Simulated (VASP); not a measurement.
CaAl4O:

```
CELL_PARAMETERS angstrom
4.39356 0.00000 0.00000
0.00000 4.39356 0.00000
0.00000 0.00000 6.19551
ATOMIC_POSITIONS crystal
Ca 0.50000 0.50000 0.50000
Al 0.50000 0.00000 0.74904
Al 0.00000 0.50000 0.25096
Al 0.50000 0.00000 0.25096
Al 0.00000 0.50000 0.74904
O 0.00000 0.00000 0.00000
```

- Program: VASP 6.6.1
- Task: relaxation of cell and atoms
- Functional: PBE
- Potentials or basis: VASP PAW PBE potentials, release 64 (Ca_sv, Al, O)
- Cutoff: 600 eV
- k mesh: 4 × 4 × 4
- Occupations: gaussian, width 0.1 eV
- Spin: no spin polarisation

At the start: pressure 3.6 GPa; volume 19.93 Å³/atom.

How do energy, volume and symmetry change on relaxing?

Over 11 steps the energy falls by 669.8 meV/atom; space group P4/mmm (No. 123, to 0.05 Å).

The path:
```tsv
step	energy change (eV)	largest force (eV/Å)	pressure (GPa)	volume (Å³)
1	0.0000	2.0260	3.65	119.59
2	-1.1406	1.4569	-0.76	127.44
3	-2.5879	0.9068	-6.85	145.31
4	-3.5812	0.4996	-5.30	134.22
5	-3.9654	0.0256	-2.47	125.77
6	-3.9853	0.2194	-1.19	123.17
7	-3.9857	0.1820	-1.46	123.67
8	-4.0100	0.1199	-0.58	121.34
9	-4.0145	0.0757	0.03	119.87
10	-4.0179	0.0396	0.04	119.70
11	-4.0190	0.0058	0.05	119.55
```

Final structure:
```yaml
crystal:
  lattice:
    - [3.89896, 0.00000, 0.00000]
    - [0.00000, 3.89896, 0.00000]
    - [0.00000, 0.00000, 7.86440]
  atoms:
    - { symbol: Ca, position: [0.50000, 0.50000, 0.50000] }
    - { symbol: Al, position: [0.50000, 0.00000, 0.81809] }
    - { symbol: Al, position: [0.00000, 0.50000, 0.18191] }
    - { symbol: Al, position: [0.50000, 0.00000, 0.18191] }
    - { symbol: Al, position: [0.00000, 0.50000, 0.81809] }
    - { symbol: O, position: [0.00000, 0.00000, 0.00000] }
```
